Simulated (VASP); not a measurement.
# HO8 (a cell with a defect) in VASP: single point with PBE+D3(BJ)

Aim: the single point of HO8 (a cell with a defect) with PBE+D3(BJ).

Everything below comes from runs of VASP 6.6.1. Logs are shortened: lines on timing, memory, paths and dates and some standing lists are left out, and cuts for length are marked.

## Step 1: The cell of the first run

The cell holds a defect, 9 atoms: a = 5.017 Å, b = 5.017 Å, c = 5.054 Å, α = 60.24°, β = 60.24°, γ = 60.00°.

## Step 2: Single point, PBE+D3(BJ)

INCAR reads:

```
SYSTEM = HO8
PREC = Accurate
ENCUT = 520
EDIFF = 1E-6
ISMEAR = 0
SIGMA = 0.15
LREAL = .FALSE.
LASPH = .TRUE.
NELM = 60
ALGO = Normal
ISIF = 2
LWAVE = .FALSE.
LCHARG = .FALSE.
GGA = PE
IVDW = 12
NBANDS = 34
```

KPOINTS reads:

```
regular mesh
0
G
  9 9 8
  0 0 0
```

POSCAR reads:

```
HO8
1.0
    2.5086166905     -4.3450515646      0.0000000000
   -2.5086166905     -4.3450515646      0.0000000000
    0.0000000000     -2.8967010431     -4.1414967631
O H
8 1
Direct
    0.5488093804      0.5488093804      0.8535718587
    0.0488093804      0.5488093804      0.8535718587
    0.5488093804      0.0488093804      0.8535718587
    0.0488093804      0.0488093804      0.8535718587
    0.4511906196      0.4511906196      0.1464281413
    0.9511906196      0.4511906196      0.1464281413
    0.4511906196      0.9511906196      0.1464281413
    0.9511906196      0.9511906196      0.1464281413
    0.3889036413      1.2777925302      0.4999557426
```

Potentials or basis: VASP PAW PBE potentials, release 64 (O, H).

Command:

```bash
$ cat potpaw_PBE.64/O/POTCAR potpaw_PBE.64/H/POTCAR > POTCAR
$ mpirun -np 1 vasp_std > vasp.out
```

OUTCAR:

```text
SYSTEM = HO8
   PREC = Accurate
   ENCUT = 520
   EDIFF = 1E-6
   ISMEAR = 0
   LREAL = .FALSE.
   LASPH = .TRUE.
   NELM = 60
   ISIF = 2
   GGA = PE
   IVDW = 12
 IVDW          = 12

 ion  position               nearest neighbor table
   1  0.549  0.549  0.854-   5 1.21
   2  0.049  0.549  0.854-   6 1.21
   3  0.549  0.049  0.854-   7 1.21
   4  0.049  0.049  0.854-   8 1.21
   5  0.451  0.451  0.146-   1 1.21
   6  0.951  0.451  0.146-   2 1.21
   7  0.451  0.951  0.146-   3 1.21
   8  0.951  0.951  0.146-   4 1.21
   9  0.389  0.278  0.500-

  LATTYP: Found a trigonal (rhomboedric) cell.
 ALAT       =     5.0539956838
 COS(alpha) =     0.5072474538

  Lattice vectors:

 A1 = (  -2.5086166905,   1.4483505215,  -4.1414967631)
 A2 = (   2.5086166905,   1.4483505215,  -4.1414967631)
 A3 = (   0.0000000000,  -2.8967010431,  -4.1414967631)

Analysis of symmetry for initial positions (statically):
=====================================================================
 Subroutine PRICEL returns:
 Original cell was already a primitive cell.

 Routine SETGRP: Setting up the symmetry group for a
 trigonal (rhombohedral) supercell.

 Subroutine GETGRP returns: Found  1 space group operations
 (whereof  1 operations were pure point group operations)
 out of a pool of 12 trial point group operations.

The static configuration has the point symmetry C_1 .

Analysis of symmetry for dynamics (positions and initial velocities):
=====================================================================
 Subroutine PRICEL returns:
 Original cell was already a primitive cell.

 Routine SETGRP: Setting up the symmetry group for a
 trigonal (rhombohedral) supercell.

 Subroutine GETGRP returns: Found  1 space group operations
 (whereof  1 operations were pure point group operations)
 out of a pool of 12 trial point group operations.

The dynamic configuration has the point symmetry C_1 .

 Subroutine INISYM returns: Found  1 space group operations
 (whereof  1 operations are pure point group operations),
 and found     1 'primitive' translations

----------------------------------------------------------------------------------------

                                     Primitive cell
[... 131 lines left out ...]
   IBRION =     -1    ionic relax: 0-MD 1-quasi-New 2-CG
   NFREE  =      0    steps in history (QN), initial steepest desc. (CG)
   ISIF   =      2    stress and relaxation
   ISYM   =      2    0-nonsym 1-usesym 2-fastsym
   POTIM  = 0.5000    time-step for ionic-motion
   TEBEG  =    0.0;   TEEND  =   0.0 temperature during run
   PSTRESS=    0.0 pullay stress
   NELECT =      49.0000    total number of electrons
   NUPDOWN=      -1.0000    fix difference up-down
   EMIN   =  10.00;   EMAX   =-10.00  energy-range for DOS
   EFERMI =   0.00;   METHOD = LEGACY
   ISMEAR =     0;   SIGMA  =   0.15  broadening in eV -4-tet -1-fermi 0-gaus
   EFERMI_NEDOS =   21; number of points for ismear=-14 and -15
   IALGO  =     38    algorithm
   IMIX   =      4    mixing-type and parameters
     AMIX     =   0.40;   BMIX     =  1.00
     AMIX_MAG =   1.60;   BMIX_MAG =  1.00
  volume/ion in A,a.u.               =      10.03        67.70
  Fermi-wavevector in a.u.,A,eV,Ry     =   1.335369  2.523482 24.262055  1.783211
  Thomas-Fermi vector in A             =   2.464079
   LORBIT       =      0    0 simple, 1 ext, 2 COOP (PROOUT), +10 PAW based schemes
   GGA     = PE    functional components
   LHFCALC =     F    Hartree Fock is set to
   AEXX    =    0.0000 exact exchange contribution
   IVDW    =    12    specifies the selected vdW correction
   LEPSILON=     F    determine dielectric tensor
   LRPA    =     F    only Hartree local field effects (RPA)
 non-spin polarized calculation
 Gauss-broadening in eV      SIGMA  =   0.15
  energy-cutoff  :      520.00
  volume of cell :       90.29
 maximum number of plane-waves:      2469
 NGX is ok and might be reduce to    40
   NGX = 19   NGY = 19   NGZ = 19

 number of electron      49.0000012 magnetization

 Free energy of the ion-electron system (eV)
  ---------------------------------------------------
  ext. energy  EPLUGINS =         0.00000000
  ---------------------------------------------------
  free energy    TOTEN  =       -39.38735930 eV

  energy without entropy =      -39.33742882  energy(sigma->0) =      -39.36239406

 E-fermi :   1.2787     XC(G=0):  -9.6377

 val. band max:        1.2772990614   @ k =   0.3333   0.3333   0.3750
 cond. band min:       1.2789786364   @ k =   0.1111  -0.4444   0.1250
 fundamental gap:      0.0016795750
 Fermi energy:         1.2787047060

 k-point     1 :       0.0000    0.0000    0.0000
  band No.  band energies     occupation
      1     -26.6148      2.00000
      2     -25.6318      2.00000
      3     -25.6210      2.00000
      4     -25.6111      2.00000
      5     -14.1628      2.00000
      6     -13.2798      2.00000
[... 877 lines left out ...]
     33      11.7281      0.00000
     34      12.8646      0.00000

 [... further k-points ...]

------------------------ aborting loop because EDIFF is reached ----------------------------------------

 Edisp (eV)   -0.70342

 E8    (eV) :    -0.1657

  FORCE on cell =-STRESS in cart. coord.  units (eV):
  Direction    XX          YY          ZZ          XY          YZ          ZX
  --------------------------------------------------------------------------------------
  -------------------------------------------------------------------------------------
  Total       1.59161     1.33373     5.83543    -0.10800    -0.09547     0.56293
  in kB      28.24428    23.66801   103.55399    -1.91647    -1.69424     9.98955
  external pressure =       51.82 kB  Pullay stress =        0.00 kB

 VOLUME and BASIS-vectors are now :
 -----------------------------------------------------------------------------
  energy-cutoff  :      520.00
  volume of cell :       90.29
      direct lattice vectors                 reciprocal lattice vectors
     2.508616690 -4.345051565  0.000000000     0.199313033 -0.115073433  0.080486199
    -2.508616690 -4.345051565  0.000000000    -0.199313033 -0.115073433  0.080486199
     0.000000000 -2.896701043 -4.141496763     0.000000000  0.000000000 -0.241458598

 POSITION                                       TOTAL-FORCE (eV/Angst)
 -----------------------------------------------------------------------------------
      0.00000     -7.24175     -3.53507         0.751429      0.015497      3.423377
     -1.25431     -5.06923     -3.53507        -0.340297     -0.159928      1.921082
      1.25431     -5.06923     -3.53507         0.608296     -0.468506      2.787197
      0.00000     -2.89670     -3.53507        -0.114902      0.496496      2.236736
      0.00000     -4.34505     -0.60643        -1.135463     -0.006806     -4.487836
      1.25431     -6.51758     -0.60643         0.134762     -0.008531     -1.693699
     -1.25431     -6.51758     -0.60643        -0.458169      0.409660     -2.032007
      0.00000     -8.69010     -0.60643         0.182901     -0.303301     -1.820441
      0.27874     -4.34505     -2.07057         0.371441      0.025419     -0.334409
 -----------------------------------------------------------------------------------
    total drift:                                0.000018      0.000016      0.000548

  FREE ENERGIE OF THE ION-ELECTRON SYSTEM (eV)
  ---------------------------------------------------
  free  energy   TOTEN  =       -40.0907839460 eV

  energy  without entropy=      -40.0408534712  energy(sigma->0) =      -40.06581871
```

It took 40 min on 1 thread of Intel Xeon 8259CL, shared host; peak memory 0.74 GiB.

What came out:

```
Free energy                : -40.0908 eV
Pressure                   : 5.2 GPa
Largest force              : 4.629 eV/Å
Band gap on the k mesh     : zero (an odd number of electrons rules out a gap without spin polarisation)
Dispersion energy per atom : -0.078 eV
```

Forces on the atoms (eV/Å):
```
O    0.751  0.015  3.423
O   -0.340 -0.160  1.921
O    0.608 -0.469  2.787
O   -0.115  0.496  2.237
O   -1.135 -0.007 -4.488
O    0.135 -0.009 -1.694
O   -0.458  0.410 -2.032
O    0.183 -0.303 -1.820
H    0.371  0.025 -0.334
```

Stress tensor (GPa, compression positive):
```
 2.82 -0.19  1.00
-0.19  2.37 -0.17
 1.00 -0.17 10.36
```

Levels at points of the mesh, in eV from the Fermi level:
```tsv
k point	band 21	band 22	band 23	band 24	band 25	band 26	band 27	band 28	band 29	band 30
(0.00, 0.00, 0.00)	-2.69	-2.43	-2.40	0.52	0.52	0.57	1.01	1.14	1.34	8.86
(0.00, 0.00, 0.50)	-2.45	-2.22	-2.20	0.21	0.43	0.48	0.77	1.16	1.18	7.41
```

Caveat: the standard files for N, O and F lose accuracy on very short bonds; an odd number of electrons without spin polarisation forces a metal; a magnetic or distorted state may lie lower.
